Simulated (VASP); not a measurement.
# CsZn4Mo (P-6m2) in VASP: notebook, part 2 of 3

VASP 6.6.1. Earlier steps stand in the parts before.

## Step 4: Relaxation of cell and atoms, PBE

Contents of INCAR:

```
SYSTEM = CsZn4Mo
  ALGO = Fast
  EDIFF = 1E-6
  EDIFFG = -0.04
  ENCUT = 600
  GGA = PE
  IBRION = 2
  ISIF = 3
  ISMEAR = 0
  LASPH = .TRUE.
  LCHARG = .FALSE.
  LREAL = .FALSE.
  LWAVE = .FALSE.
  NELM = 60
  NSW = 90
  PREC = Accurate
  SIGMA = 0.1
```

Contents of KPOINTS:

```
k-points
0
G
  6 6 2
  0 0 0
```

Contents of POSCAR:

```
CsZn4Mo
1.0
    4.4588273200      0.0000000000      0.0000000000
   -2.2294136600      3.8614577300      0.0000000000
    0.0000000000      0.0000000000      7.9391594100
Cs Zn Mo
1 4 1
Direct
    0.3333333300      0.6666666700      0.5000000000
    0.3333333300      0.6666666700      0.1351072500
    0.3333333300      0.6666666700      0.8648927500
    0.0000000000      0.0000000000      0.7606892600
    0.0000000000      0.0000000000      0.2393107400
    0.0000000000      0.0000000000      0.5000000000
```

Potentials or basis: VASP PAW PBE potentials, release 64 (Cs_sv, Zn, Mo_sv).

The run is started by

```bash
$ cat potpaw_PBE.64/Cs_sv/POTCAR potpaw_PBE.64/Zn/POTCAR potpaw_PBE.64/Mo_sv/POTCAR > POTCAR
$ mpirun -np 1 vasp_std > vasp.out
```

OUTCAR:

```text
SYSTEM = CsZn4Mo
   EDIFF = 1E-6
   EDIFFG = -0.04
   ENCUT = 600
   GGA = PE
   IBRION = 2
   ISIF = 3
   ISMEAR = 0
   LASPH = .TRUE.
   LREAL = .FALSE.
   NELM = 60
   NSW = 90
   PREC = Accurate

 ion  position               nearest neighbor table
   1  0.333  0.667  0.500-   6 2.57   6 2.57   6 2.57   2 2.90   3 2.90
   2  0.333  0.667  0.135-   3 2.15   5 2.70   5 2.70   5 2.70   1 2.90
   3  0.333  0.667  0.865-   2 2.15   4 2.70   4 2.70   4 2.70   1 2.90
   4  0.000  0.000  0.761-   6 2.07   3 2.70   3 2.70   3 2.70
   5  0.000  0.000  0.239-   6 2.07   2 2.70   2 2.70   2 2.70
   6  0.000  0.000  0.500-   4 2.07   5 2.07   1 2.57   1 2.57   1 2.57

  LATTYP: Found a hexagonal cell.
 ALAT       =     4.4588273200
 C/A-ratio  =     1.7805487498

  Lattice vectors:

 A1 = (   4.4588273200,   0.0000000000,   0.0000000000)
 A2 = (  -2.2294136600,   3.8614577300,   0.0000000000)
 A3 = (   0.0000000000,   0.0000000000,   7.9391594100)

Analysis of symmetry for initial positions (statically):
=====================================================================
 Subroutine PRICEL returns:
 Original cell was already a primitive cell.

 Routine SETGRP: Setting up the symmetry group for a
 hexagonal supercell.

 Subroutine GETGRP returns: Found 12 space group operations
 (whereof 12 operations were pure point group operations)
 out of a pool of 24 trial point group operations.

The static configuration has the point symmetry D_3h.

Analysis of symmetry for dynamics (positions and initial velocities):
=====================================================================
 Subroutine PRICEL returns:
 Original cell was already a primitive cell.

 Routine SETGRP: Setting up the symmetry group for a
 hexagonal supercell.

 Subroutine GETGRP returns: Found 12 space group operations
 (whereof 12 operations were pure point group operations)
 out of a pool of 24 trial point group operations.

The dynamic configuration has the point symmetry D_3h.

 Subroutine INISYM returns: Found 12 space group operations
 (whereof 12 operations are pure point group operations),
 and found     1 'primitive' translations

----------------------------------------------------------------------------------------

                                     Primitive cell

  volume of cell :     136.6931

  direct lattice vectors                    reciprocal lattice vectors
     4.458827320  0.000000000  0.000000000     0.224274216  0.129484779  0.000000000
    -2.229413660  3.861457730  0.000000000     0.000000000  0.258969558  0.000000000
     0.000000000  0.000000000  7.939159410     0.000000000  0.000000000  0.125957919

  length of vectors
     4.458827320  4.458827320  7.939159410     0.258969558  0.258969558  0.125957919

  position of ions in fractional coordinates (direct lattice)
     0.333333330  0.666666670  0.500000000
     0.333333330  0.666666670  0.135107250
     0.333333330  0.666666670  0.864892750
     0.000000000  0.000000000  0.760689260
     0.000000000  0.000000000  0.239310740
     0.000000000  0.000000000  0.500000000

  ion indices of the primitive-cell ions
   primitive index   ion index
                 1           1
                 2           2
                 3           3
                 4           4
                 5           5
[... 38 lines left out ...]
  0.166667 -0.000000  0.500000      6.000000
  0.333333  0.000000  0.500000      6.000000
  0.500000 -0.000000  0.500000      3.000000
  0.166667  0.166667  0.500000      6.000000
  0.333333  0.166667  0.500000     12.000000
  0.333333  0.333333  0.500000      2.000000
   k-points           NKPTS =     14   k-points in BZ     NKDIM =     14   number of bands    NBANDS=     42
   number of dos      NEDOS =    301   number of ions     NIONS =      6
   total plane-waves  NPLWV =  82944
   dimension x,y,z NGX =    36 NGY =   36 NGZ =   64
   dimension x,y,z NGXF=    72 NGYF=   72 NGZF=  128
   ions per type =               1   4   1
   NGX,Y,Z   is equivalent  to a cutoff of  13.42, 13.42, 13.40 a.u.
   NGXF,Y,Z  is equivalent  to a cutoff of  26.84, 26.84, 26.80 a.u.
 SYSTEM =  CsZn4Mo
   PREC   = accura    normal or accurate (medium, high low for compatibility)
   ISTART =      0    job   : 0-new  1-cont  2-samecut
   ICHARG =      2    charge: 1-file 2-atom 10-const
   ISPIN  =      1    spin polarized calculation?
   LNONCOLLINEAR =      F non collinear calculations
   LSORBIT =      F    spin-orbit coupling
   LASPH  =      T    aspherical Exc in radial PAW
   ENCUT  =  600.0 eV  44.10 Ry    6.64 a.u.   8.91  8.91 15.86*2*pi/ulx,y,z
   NELM   =     60;   NELMIN=  2; NELMDL= -5     # of ELM steps
   EDIFF  = 0.1E-05   stopping-criterion for ELM
   LREAL  =      F    real-space projection
   EDIFFG = -.4E-01   stopping-criterion for IOM
   NSW    =     90    number of steps for IOM
   IBRION =      2    ionic relax: 0-MD 1-quasi-New 2-CG
   NFREE  =      1    steps in history (QN), initial steepest desc. (CG)
   ISIF   =      3    stress and relaxation
   ISYM   =      2    0-nonsym 1-usesym 2-fastsym
   POTIM  = 0.5000    time-step for ionic-motion
   TEBEG  =    0.0;   TEEND  =   0.0 temperature during run
   PSTRESS=    0.0 pullay stress
   NELECT =      71.0000    total number of electrons
   NUPDOWN=      -1.0000    fix difference up-down
   EMIN   =  10.00;   EMAX   =-10.00  energy-range for DOS
   EFERMI =   0.00;   METHOD = LEGACY
   ISMEAR =     0;   SIGMA  =   0.10  broadening in eV -4-tet -1-fermi 0-gaus
   EFERMI_NEDOS =   21; number of points for ismear=-14 and -15
   IALGO  =     68    algorithm
   IMIX   =      4    mixing-type and parameters
     AMIX     =   0.40;   BMIX     =  1.00
     AMIX_MAG =   1.60;   BMIX_MAG =  1.00
  volume/ion in A,a.u.               =      22.78       153.74
  Fermi-wavevector in a.u.,A,eV,Ry     =   1.315968  2.486820 23.562200  1.731773
  Thomas-Fermi vector in A             =   2.446114
   LORBIT       =      0    0 simple, 1 ext, 2 COOP (PROOUT), +10 PAW based schemes
   GGA     = PE    functional components
   LHFCALC =     F    Hartree Fock is set to
   AEXX    =    0.0000 exact exchange contribution
   IVDW    =     0    specifies the selected vdW correction
   LEPSILON=     F    determine dielectric tensor
   LRPA    =     F    only Hartree local field effects (RPA)
 conjugate gradient relaxation of ions
 non-spin polarized calculation
 RMM-DIIS sequential band-by-band and
 Gauss-broadening in eV      SIGMA  =   0.10
  energy-cutoff  :      600.00
  volume of cell :      136.69
 maximum number of plane-waves:      4614
 NGX is ok and might be reduce to    36
   NGX = 17   NGY = 17   NGZ = 31

--------------------------------------- Ionic step        1  -------------------------------------------

 number of electron      70.9999942 magnetization

 Free energy of the ion-electron system (eV)
  ---------------------------------------------------
  ext. energy  EPLUGINS =         0.00000000
  ---------------------------------------------------
  free energy    TOTEN  =        -4.74942490 eV

  energy without entropy =       -4.73686412  energy(sigma->0) =       -4.74314451

------------------------ aborting loop because EDIFF is reached ----------------------------------------

  FORCE on cell =-STRESS in cart. coord.  units (eV):
  Direction    XX          YY          ZZ          XY          YZ          ZX
  --------------------------------------------------------------------------------------
  -------------------------------------------------------------------------------------
  Total        6.0931847      6.0931847     41.5351307      0.0000000      0.0000000      0.0000000
  in kB       71.4181286     71.4181286    486.8326566      0.0000000      0.0000000      0.0000000
  external PRESSURE =     209.8896379 kB  Pullay stress =       0.0000000 kB
[... 101 lines left out ...]
  FREE ENERGIE OF THE ION-ELECTRON SYSTEM (eV)
  ---------------------------------------------------
  free  energy   TOTEN  =        -8.3163633538 eV

  energy  without entropy=       -8.2833276433  energy(sigma->0) =       -8.29984550

[... ionic steps 4 to 13 ...]

--------------------------------------- Ionic step       14  -------------------------------------------

 number of electron      70.9999936 magnetization

------------------------ aborting loop because EDIFF is reached ----------------------------------------
[... 75 lines left out ...]
--------------------------------------- Ionic step       16  -------------------------------------------

 number of electron      70.9999979 magnetization

 Free energy of the ion-electron system (eV)
  ---------------------------------------------------
  ext. energy  EPLUGINS =         0.00000000
  ---------------------------------------------------
  free energy    TOTEN  =        -8.42958652 eV

  energy without entropy =       -8.39140894  energy(sigma->0) =       -8.41049773

 E-fermi :   1.7865     XC(G=0):  -9.0863

 val. band max:        1.7569573310   @ k =   0.0000   0.0000   0.5000
 cond. band min:       1.7971383305   @ k =   0.3333   0.3333   0.5000
 fundamental gap:      0.0401809995
 Fermi energy:         1.7864618380

 k-point     1 :       0.0000    0.0000    0.0000
  band No.  band energies     occupation
      1     -58.4934      2.00000
      2     -32.7306      2.00000
      3     -32.7306      2.00000
      4     -32.6501      2.00000
      5     -20.7734      2.00000
      6      -8.0420      2.00000
[... 652 lines left out ...]
  FREE ENERGIE OF THE ION-ELECTRON SYSTEM (eV)
  ---------------------------------------------------
  free  energy   TOTEN  =        -8.4295865237 eV

  energy  without entropy=       -8.3914089391  energy(sigma->0) =       -8.41049773

 reached required accuracy - stopping structural energy minimisation
```

It took 10 min on 1 thread of AMD EPYC 9R45 (Zen 5), shared host; peak memory 0.31 GiB.

What came out:

```yaml
Free_energy: -8.4296 eV
Relaxed_volume: 27.34 Å³/atom
Relaxed_cell: a = 4.683 Å, b = 4.683 Å, c = 8.635 Å, α = 90.00°, β = 90.00°, γ = 120.00°
Space_group_after_relaxing_to_0.1_Å: P-6m2 (No. 187)
Energy_gained_by_relaxing: 613.4 meV/atom
Ionic_steps: 16
Pressure_after_relaxing: -0.1 GPa
Largest_force_after_relaxing: 0.036 eV/Å
Band_gap_on_the_k_mesh: zero (an odd number of electrons rules out a gap without spin polarisation)
```

Forces on the atoms (eV/Å):
```
Cs   0.000  0.000  0.000
Zn   0.000  0.000  0.036
Zn   0.000  0.000 -0.036
Zn   0.000  0.000 -0.005
Zn   0.000  0.000  0.005
Mo   0.000  0.000  0.000
```

Stress tensor (GPa, compression positive):
```
 0.03  0.00  0.00
 0.00  0.03  0.00
 0.00  0.00 -0.23
```

The path:
| step | energy change (eV) | largest force (eV/Å) | pressure (GPa) | volume (Å³) |
| --- | --- | --- | --- | --- |
| 1 | 0.0000 | 7.7882 | 20.99 | 136.69 |
| 2 | -2.3728 | 0.6992 | -2.95 | 200.65 |
| 3 | -3.5669 | 0.1854 | 0.40 | 165.56 |
| 4 | -3.5760 | 0.1719 | 0.69 | 164.50 |
| 5 | -3.5821 | 0.1430 | 1.20 | 162.56 |
| 6 | -3.6347 | 0.1011 | 0.31 | 167.02 |
| 7 | -3.6470 | 0.1132 | -0.19 | 170.34 |
| 8 | -3.6471 | 0.1145 | -0.22 | 170.68 |
| 9 | -3.6471 | 0.1151 | -0.28 | 170.84 |
| 10 | -3.6505 | 0.1532 | -0.10 | 169.93 |
| 11 | -3.6527 | 0.2242 | 0.15 | 168.35 |
| 12 | -3.6549 | 0.2125 | 0.13 | 168.09 |
| 13 | -3.6607 | 0.1771 | 0.12 | 167.33 |
| 14 | -3.6693 | 0.1175 | 0.15 | 165.79 |
| 15 | -3.6770 | 0.1241 | 0.26 | 162.74 |
| 16 | -3.6802 | 0.0359 | -0.06 | 164.03 |

Final structure:
```
CELL_PARAMETERS angstrom
4.68346 0.00000 0.00000
-2.34173 4.05600 0.00000
0.00000 0.00000 8.63499
ATOMIC_POSITIONS crystal
Cs 0.33333 0.66667 0.50000
Zn 0.33333 0.66667 0.14164
Zn 0.33333 0.66667 0.85836
Zn 0.00000 0.00000 0.80708
Zn 0.00000 0.00000 0.19292
Mo 0.00000 0.00000 0.50000
```

Caveat: the k points lie up to 0.36 Å⁻¹ apart in the final cell, too coarse for converged energies and pressures of a metal; the volume moved by over 15 % at a fixed basis, so the end points are rough; spin-orbit coupling is left out, which moves the levels of the heavy elements.

[end of part 2 of 3]
